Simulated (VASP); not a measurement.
Crystal: GdO.

```
Gd O
1.0
     0.00000    2.70000    2.70000
     2.70000    0.00000    2.70000
     2.70000    2.70000    0.00000
Gd O
1 1
Direct
  0.00000 0.00000 0.00000
  0.75000 0.75000 0.75000
```

Base run:

* Program: VASP 6.6.1
* Functional: PBE
* Potentials or basis: VASP PAW PBE potentials, release 64 (Gd, O)
* Cutoff: 520 eV
* k mesh: 7 × 7 × 7
* Occupations: fermi-dirac, width 0.05 eV
* Spin: collinear spin, ferromagnetic start
* Starting moments: [3.5, 0.0] μB
* Fixed moment: 3.5 μB

Its results: pressure -1.8 GPa; site moments Gd +3.92; O -0.02 μB.

**Question.** After a change of settings the same cell gave: pressure 4.0 GPa; site moments Gd +7.17; O +0.41 μB. Which change was it?
A. fixed moment from 3.5 μB to 8.8 μB; moments at the start from [3.5, 0.0] to [8.8, 0.0]
B. fixed moment from 3.5 μB to 14 μB; moments at the start from [3.5, 0.0] to [14.0, 0.0]
C. fixed moment from 3.5 μB to 1.8 μB; moments at the start from [3.5, 0.0] to [1.8, 0.0]

**Answer.** A.

Caveats: the total moment is fixed, so each spin has its own Fermi level and the state may be an excited one; a cell with one magnetic atom can't hold antiferromagnetic order, which such compounds often take; the cell stands under pressure (at least some runs).
